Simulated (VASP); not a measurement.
**TaN: single point with PBEsol**

System: TaN, a slab with vacuum.

```
CELL_PARAMETERS angstrom
2.92399 0.00000 0.00000
-1.46199 3.82797 0.00000
0.00000 0.00000 26.07762
ATOMIC_POSITIONS crystal
N 0.71880 0.43760 0.28760
N 0.43760 0.87520 0.36042
N 0.15640 0.31279 0.43325
N 0.87520 0.75039 0.50607
N 0.59400 0.18799 0.57889
N 0.31279 0.62559 0.65171
Ta 0.15113 0.30226 0.34829
Ta 0.86993 0.73986 0.42111
Ta 0.58873 0.17746 0.49393
Ta 0.30753 0.61506 0.56675
Ta 0.02633 0.05266 0.63958
Ta 0.74513 0.49025 0.71240
```

```
Program             : VASP 6.6.1
Task                : single point
Functional          : PBEsol
Potentials or basis : VASP PAW PBE potentials, release 64 (N, Ta_pv)
Cutoff              : 520 eV
k mesh              : 13 × 9 × 1
Occupations         : gaussian, width 0.1 eV
Spin                : no spin polarisation
```

```json
{
  "Largest force": "7.367 eV/Å",
  "Band gap on the k mesh": "zero (bands 48 and 49 overlap by 0.54 eV)"
}
```

Forces in eV/Å, atoms in the order of the input:
```
N    0.000 -1.825  4.935
N    0.000 -0.611  2.323
N    0.000 -0.351  0.486
N    0.000 -0.061  0.162
N    0.000 -0.037  0.004
N    0.000  0.058 -0.111
Ta   0.000  1.840 -7.134
Ta   0.000  0.772 -0.772
Ta   0.000  0.137 -0.069
Ta   0.000  0.013 -0.023
Ta   0.000  0.030  0.477
Ta  -0.001  0.037 -0.278
```

Levels at points of the mesh, in eV from the Fermi level:
| k point | band 46 | band 47 | band 48 | band 49 | band 50 | band 51 |
| --- | --- | --- | --- | --- | --- | --- |
| (0.00, 0.00, 0.00) | -0.80 | -0.54 | -0.23 | -0.15 | 0.65 | 1.47 |

It took 52 min on 1 thread of Oxide Virtual Turin-like Processor (shared host), peak memory 0.82 GiB.

Caveat: the PAW data sets were made with another functional, which shifts forces and pressure a little; spin-orbit coupling is left out, which moves the levels of the heavy elements.
